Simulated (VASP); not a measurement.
# Ca in VASP: single point with PBEsol

Aim: the single point of Ca with PBEsol.

Program: VASP 6.6.1. These are calculated values, not measurements. Logs are shortened: lines on timing, memory, paths and dates and some standing lists are left out, and cuts for length are marked.

### Step 1. The cell of the first run

The cell holds a slab with vacuum, 8 atoms: a = 3.958 Å, b = 3.958 Å, c = 40.521 Å, α = 90.00°, β = 90.00°, γ = 120.00°.

### Step 2. Single point, PBEsol

Contents of INCAR:

```
PREC = Accurate
ENCUT = 520
EDIFF = 1E-6
ISMEAR = 0
SIGMA = 0.1
LREAL = F
LASPH = T
NELM = 100
ALGO = Normal
ISIF = 2
LWAVE = F
LCHARG = T
LDIPOL = T
IDIPOL = 3
DIPOL = 0.5 0.5 0.497
GGA = PS
LELF = T
LVHAR = T
LVACPOTAV = T
NBANDS = 50
```

Contents of KPOINTS:

```
regular mesh
0
Gamma
  9 9 1
```

Contents of POSCAR:

```
Ca
1.0
    3.9575547821      0.0000000000      0.0000000000
   -1.9787773911      3.4273429782      0.0000000000
    0.0000000000      0.0000000000     40.5214865959
Ca
8
Direct
    0.3333333333      0.6666666667      0.2221043885
    0.0000000000      0.0000000000      0.3015031289
    0.6666666667      0.3333333333      0.3809018793
    0.0000000000      0.0000000000      0.4603006298
    0.3333333333      0.6666666667      0.5375253272
    0.0000000000      0.0000000000      0.6147648468
    0.6666666667      0.3333333333      0.6913114930
    0.0000000000      0.0000000000      0.7662277377
```

Potentials or basis: VASP PAW PBE potentials, release 64 (Ca_sv).

On the command line:

```
> cat potpaw_PBE.64/Ca_sv/POTCAR > POTCAR
> mpirun -np 1 vasp_std > vasp.out
```

OUTCAR:

```text
PREC = Accurate
   ENCUT = 520
   EDIFF = 1E-6
   ISMEAR = 0
   LREAL = F
   LASPH = T
   NELM = 100
   ISIF = 2
   GGA = PS

 ion  position               nearest neighbor table
   1  0.333  0.667  0.222-
   2  0.000  0.000  0.302-
   3  0.667  0.333  0.381-
   4  0.000  0.000  0.460-
   5  0.333  0.667  0.538-
   6  0.000  0.000  0.615-
   7  0.667  0.333  0.691-
   8  0.000  0.000  0.766-

  LATTYP: Found a hexagonal cell.
 ALAT       =     3.9575547821
 C/A-ratio  =    10.2390210185

  Lattice vectors:

 A1 = (   3.9575547821,   0.0000000000,   0.0000000000)
 A2 = (  -1.9787773911,   3.4273429782,   0.0000000000)
 A3 = (   0.0000000000,   0.0000000000,  40.5214865959)

Analysis of symmetry for initial positions (statically):
=====================================================================
 Subroutine PRICEL returns:
 Original cell was already a primitive cell.

 Routine SETGRP: Setting up the symmetry group for a
 hexagonal supercell.

 Subroutine GETGRP returns: Found  6 space group operations
 (whereof  6 operations were pure point group operations)
 out of a pool of 24 trial point group operations.

The static configuration has the point symmetry C_3v.

Analysis of symmetry for dynamics (positions and initial velocities):
=====================================================================
 Subroutine PRICEL returns:
 Original cell was already a primitive cell.

 Routine SETGRP: Setting up the symmetry group for a
 hexagonal supercell.

 Subroutine GETGRP returns: Found  6 space group operations
 (whereof  6 operations were pure point group operations)
 out of a pool of 24 trial point group operations.

The dynamic configuration has the point symmetry C_3v.

 Subroutine INISYM returns: Found  6 space group operations
 (whereof  6 operations are pure point group operations),
 and found     1 'primitive' translations

----------------------------------------------------------------------------------------

                                     Primitive cell

  volume of cell :     549.6293

  direct lattice vectors                    reciprocal lattice vectors
     3.957554782  0.000000000  0.000000000     0.252681278  0.145885604  0.000000000
    -1.978777391  3.427342978  0.000000000     0.000000000  0.291771208  0.000000000
     0.000000000  0.000000000 40.521486596     0.000000000  0.000000000  0.024678265

  length of vectors
     3.957554782  3.957554782 40.521486596     0.291771208  0.291771208  0.024678265

  position of ions in fractional coordinates (direct lattice)
     0.333333333  0.666666667  0.222104388
     0.000000000  0.000000000  0.301503129
     0.666666667  0.333333333  0.380901879
     0.000000000  0.000000000  0.460300630
     0.333333333  0.666666667  0.537525327
     0.000000000  0.000000000  0.614764847
     0.666666667  0.333333333  0.691311493
     0.000000000  0.000000000  0.766227738

  ion indices of the primitive-cell ions
   primitive index   ion index
                 1           1
                 2           2
                 3           3
                 4           4
                 5           5
                 6           6
                 7           7
                 8           8

----------------------------------------------------------------------------------------

 KPOINTS: regular mesh

Automatic generation of k-mesh.
 Grid dimensions read from file:
 generate k-points for:    9    9    1

 Generating k-lattice:

  Cartesian coordinates                     Fractional coordinates (reciprocal lattice)
     0.028075698  0.016209512  0.000000000     0.111111111 -0.000000000  0.000000000
     0.000000000  0.032419023  0.000000000     0.000000000  0.111111111  0.000000000
     0.000000000  0.000000000  0.024678265     0.000000000  0.000000000  1.000000000

  Length of vectors
     0.032419023  0.032419023  0.024678265

  Shift w.r.t. Gamma in fractional coordinates (k-lattice)
     0.000000000  0.000000000  0.000000000

 Subroutine IBZKPT returns following result:
 ===========================================

 Found     12 irreducible k-points:

 Following reciprocal coordinates:
            Coordinates               Weight
  0.000000  0.000000  0.000000      1.000000
  0.111111  0.000000  0.000000      6.000000
  0.222222  0.000000  0.000000      6.000000
  0.333333  0.000000  0.000000      6.000000
  0.444444  0.000000  0.000000      6.000000
  0.111111  0.111111  0.000000      6.000000
  0.222222  0.111111  0.000000     12.000000
  0.333333  0.111111  0.000000     12.000000
  0.444444  0.111111  0.000000      6.000000
  0.222222  0.222222  0.000000      6.000000
  0.333333  0.222222  0.000000     12.000000
  0.333333  0.333333  0.000000      2.000000
   k-points           NKPTS =     12   k-points in BZ     NKDIM =     12   number of bands    NBANDS=     50
   number of dos      NEDOS =    301   number of ions     NIONS =      8
   total plane-waves  NPLWV = 288000
   dimension x,y,z NGX =    30 NGY =   30 NGZ =  320
   dimension x,y,z NGXF=    60 NGYF=   60 NGZF=  640
   ions per type =               8
   NGX,Y,Z   is equivalent  to a cutoff of  12.60, 12.60, 13.13 a.u.
   NGXF,Y,Z  is equivalent  to a cutoff of  25.20, 25.20, 26.26 a.u.
 SYSTEM =  unknown system
   PREC   = accura    normal or accurate (medium, high low for compatibility)
   ISTART =      0    job   : 0-new  1-cont  2-samecut
   ICHARG =      2    charge: 1-file 2-atom 10-const
   ISPIN  =      1    spin polarized calculation?
   LNONCOLLINEAR =      F non collinear calculations
   LSORBIT =      F    spin-orbit coupling
   LASPH  =      T    aspherical Exc in radial PAW
   ENCUT  =  520.0 eV  38.22 Ry    6.18 a.u.   7.36  7.36 75.34*2*pi/ulx,y,z
   NELM   =    100;   NELMIN=  2; NELMDL= -5     # of ELM steps
   EDIFF  = 0.1E-05   stopping-criterion for ELM
   LREAL  =      F    real-space projection
   EDIFFG = 0.1E-04   stopping-criterion for IOM
   NSW    =      0    number of steps for IOM
   IBRION =     -1    ionic relax: 0-MD 1-quasi-New 2-CG
   NFREE  =      0    steps in history (QN), initial steepest desc. (CG)
   ISIF   =      2    stress and relaxation
   ISYM   =      2    0-nonsym 1-usesym 2-fastsym
   POTIM  = 0.5000    time-step for ionic-motion
   TEBEG  =    0.0;   TEEND  =   0.0 temperature during run
   PSTRESS=    0.0 pullay stress
   NELECT =      80.0000    total number of electrons
   NUPDOWN=      -1.0000    fix difference up-down
   EMIN   =  10.00;   EMAX   =-10.00  energy-range for DOS
   EFERMI =   0.00;   METHOD = LEGACY
   ISMEAR =     0;   SIGMA  =   0.10  broadening in eV -4-tet -1-fermi 0-gaus
   EFERMI_NEDOS =   21; number of points for ismear=-14 and -15
   IALGO  =     38    algorithm
   IMIX   =      4    mixing-type and parameters
     AMIX     =   0.40;   BMIX     =  1.00
     AMIX_MAG =   1.60;   BMIX_MAG =  1.00
  volume/ion in A,a.u.               =      68.70       463.64
  Fermi-wavevector in a.u.,A,eV,Ry     =   0.861155  1.627348 10.089926  0.741589
  Thomas-Fermi vector in A             =   1.978767
   LORBIT       =      0    0 simple, 1 ext, 2 COOP (PROOUT), +10 PAW based schemes
   GGA     = PS    functional components
   LHFCALC =     F    Hartree Fock is set to
   AEXX    =    0.0000 exact exchange contribution
   IVDW    =     0    specifies the selected vdW correction
   LEPSILON=     F    determine dielectric tensor
   LRPA    =     F    only Hartree local field effects (RPA)
 non-spin polarized calculation
 Gauss-broadening in eV      SIGMA  =   0.10
  energy-cutoff  :      520.00
  volume of cell :      549.63
 maximum number of plane-waves:     14917
 NGX is ok and might be reduce to    30
   NGX = 15   NGY = 15   NGZ =151

 dipolmoment           0.000000      0.000000      0.002602 electrons x Angstroem

 number of electron      80.0000000 magnetization

 dipolmoment           0.000000      0.000000     -0.008700 electrons x Angstroem

 Free energy of the ion-electron system (eV)
  ---------------------------------------------------
  ext. energy  EPLUGINS =         0.00000000
  ---------------------------------------------------
  free energy    TOTEN  =       -16.16691157 eV

  energy without entropy =      -16.11399306  energy(sigma->0) =      -16.14045231

 E-fermi :   0.1353     XC(G=0):  -5.2451

 val. band max:        0.1338141584   @ k =   0.4444   0.1111   0.0000
 cond. band min:       0.1404505676   @ k =   0.3333   0.3333   0.0000
 fundamental gap:      0.0066364093
 Fermi energy:         0.1353050551

 k-point     1 :       0.0000    0.0000    0.0000
  band No.  band energies     occupation
      1     -42.2219      2.00000
      2     -42.1585      2.00000
      3     -41.8150      2.00000
      4     -41.7976      2.00000
      5     -41.7738      2.00000
      6     -41.7441      2.00000
[... 42 lines left out ...]
     49       2.1724      0.00000
     50       2.2238      0.00000

 k-point     2 :       0.1111    0.0000    0.0000
  band No.  band energies     occupation
      1     -42.2210      2.00000
      2     -42.1576      2.00000
      3     -41.8140      2.00000
      4     -41.7968      2.00000
      5     -41.7729      2.00000
      6     -41.7430      2.00000
[... 42 lines left out ...]
     49       1.9955      0.00000
     50       2.0354      0.00000

 k-point     3 :       0.2222    0.0000    0.0000
  band No.  band energies     occupation
      1     -42.2187      2.00000
      2     -42.1553      2.00000
      3     -41.8115      2.00000
      4     -41.7946      2.00000
      5     -41.7705      2.00000
      6     -41.7402      2.00000
[... 466 lines left out ...]
     49       0.9238      0.00000
     50       1.0204      0.00000

 k-point    12 :       0.3333    0.3333    0.0000
  band No.  band energies     occupation
      1     -42.2133      2.00000
      2     -42.1499      2.00000
      3     -41.8055      2.00000
      4     -41.7895      2.00000
      5     -41.7648      2.00000
      6     -41.7330      2.00000
[... 42 lines left out ...]
     49       0.8218      0.00000
     50       0.9996      0.00000

------------------------ aborting loop because EDIFF is reached ----------------------------------------

  FORCE on cell =-STRESS in cart. coord.  units (eV):
  Direction    XX          YY          ZZ          XY          YZ          ZX
  --------------------------------------------------------------------------------------
  -------------------------------------------------------------------------------------
  Total       -2.3034593     -2.3034593     -0.9914705      0.0000000      0.0000000     -0.0000000
  in kB       -6.7146171     -6.7146171     -2.8901507      0.0000000      0.0000000     -0.0000000
  external PRESSURE =      -5.4397950 kB  Pullay stress =       0.0000000 kB

 VOLUME and BASIS-vectors are now :
 -----------------------------------------------------------------------------
  energy-cutoff  :      520.00
  volume of cell :      549.63
      direct lattice vectors                 reciprocal lattice vectors
     3.957554782  0.000000000  0.000000000     0.252681278  0.145885604  0.000000000
    -1.978777391  3.427342978  0.000000000     0.000000000  0.291771208  0.000000000
     0.000000000  0.000000000 40.521486596     0.000000000  0.000000000  0.024678265

 POSITION                                       TOTAL-FORCE (eV/Angst)
 -----------------------------------------------------------------------------------
     -0.00000      2.28490      9.00000         0.000000     -0.000000      0.154850
      0.00000      0.00000     12.21735        -0.000000      0.000000     -0.067996
      1.97878      1.14245     15.43471         0.000000     -0.000000     -0.016170
      0.00000      0.00000     18.65207        -0.000000      0.000000     -0.072582
     -0.00000      2.28490     21.78133        -0.000000      0.000000     -0.005917
      0.00000      0.00000     24.91119        -0.000000      0.000000     -0.008759
      1.97878      1.14245     28.01297         0.000000     -0.000000      0.015961
      0.00000      0.00000     31.04869        -0.000000      0.000000      0.000613
 -----------------------------------------------------------------------------------
    total drift:                                0.000000     -0.000000      0.000071

  FREE ENERGIE OF THE ION-ELECTRON SYSTEM (eV)
  ---------------------------------------------------
  free  energy   TOTEN  =       -16.1669115692 eV

  energy  without entropy=      -16.1139930556  energy(sigma->0) =      -16.14045231

 vacuum level on the upper side and lower side of the slab         3.019         3.135
```

Wall time 23 min (1 thread of AMD EPYC 7R43 (Zen 3), shared host); peak memory 0.64 GiB.

What came out:

- Free energy: -16.1669 eV
- Largest force: 0.155 eV/Å
- Band gap on the k mesh: zero (bands 40 and 41 overlap by 0.28 eV)

Forces on the atoms (eV/Å):
```
Ca   0.000  0.000  0.155
Ca   0.000  0.000 -0.068
Ca   0.000  0.000 -0.016
Ca   0.000  0.000 -0.073
Ca   0.000  0.000 -0.006
Ca   0.000  0.000 -0.009
Ca   0.000  0.000  0.016
Ca   0.000  0.000  0.001
```

Caveat: the PAW data sets were made with another functional, which shifts forces and pressure a little.
